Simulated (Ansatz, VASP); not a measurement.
# One calculation of AlN, two programs

Contents of INCAR:

```
ALGO = Normal
EDIFF = 1E-6
ENCUT = 520
GGA = PE
ISIF = 2
ISMEAR = 0
LASPH = T
LCHARG = T
LELF = T
LREAL = F
LVHAR = T
LWAVE = F
NBANDS = 26
NELM = 100
PREC = Accurate
SIGMA = 0.05
```

File KPOINTS:

```
k-points
0
Gamma
  6 6 6
```

Contents of POSCAR:

```
AlN
1.0
    4.4025164325      0.0000000000      0.0000000000
    0.0000000000     -4.4025164325      0.0000000000
    0.0000000000      0.0000000000     -4.4025164325
Al N
4 4
Direct
   -0.0202373928      0.0286199954     -0.0202373928
    0.5000000000      0.5000000000      0.0000000000
    0.5000000000      0.0000000000      0.5000000000
    0.0000000000      0.5000000000      0.5000000000
    0.7500000000      0.7500000000      0.7500000000
    0.2500000000      0.2500000000      0.7500000000
    0.2500000000      0.7500000000      0.2500000000
    0.7500000000      0.2500000000      0.2500000000
```

Input for Ansatz:

```yaml
crystal:
  lattice:
    - [4.4025164325, 0.0, 0.0]
    - [0.0, -4.4025164325, 0.0]
    - [0.0, 0.0, -4.4025164325]
  atoms:
    - { symbol: Al, position: [-0.0202373928, 0.0286199954, -0.0202373928] }
    - { symbol: Al, position: [0.5, 0.5, 0.0] }
    - { symbol: Al, position: [0.5, 0.0, 0.5] }
    - { symbol: Al, position: [0.0, 0.5, 0.5] }
    - { symbol: "N", position: [0.75, 0.75, 0.75] }
    - { symbol: "N", position: [0.25, 0.25, 0.75] }
    - { symbol: "N", position: [0.25, 0.75, 0.25] }
    - { symbol: "N", position: [0.75, 0.25, 0.25] }
basis:
  ecutwfc: 420
kpoints:
  mp_grid: { grid: [6, 6, 6] }
hamiltonian:
  xc: pbe
  pseudopotentials: { kind: paw, azcp: { folder: soft_1 } }
scf:
  occupations: { method: gaussian, width: 0.05 }
output:
  forces: true
  stress: true
  eigenvalues: true
```

Alike in both runs: task single point; functional PBE; k mesh 6 × 6 × 6; occupations gaussian, width 0.05 eV; no spin polarisation.

|  | VASP | Ansatz |
| --- | --- | --- |
| version | VASP 6.6.1 | Ansatz 0.2.0 |
| potentials or method | VASP PAW PBE potentials, release 64 (Al, N), cutoff 520 eV | scalar-relativistic, plane waves, PAW |
| valence electrons in the cell | 32 | 32 |

|  | VASP | Ansatz | Ansatz less VASP |
| --- | --- | --- | --- |
| gap on the k mesh at the Fermi level (eV) | 2.45 | 2.45 | +0.006 |
| least direct gap on the mesh (eV) | 2.45 | 2.45 | +0.006 |
| pressure (GPa) | 0.7 | 0.8 | +0.18 |
| traceless stress, the component that is largest in VASP (GPa) | 1.46 | 1.46 | -0.005 |
| rms of the force components (eV/Å) | 0.685 | 0.685 | -0.0002 |

Atom by atom the forces differ by 0.002 eV/Å (rms over components).
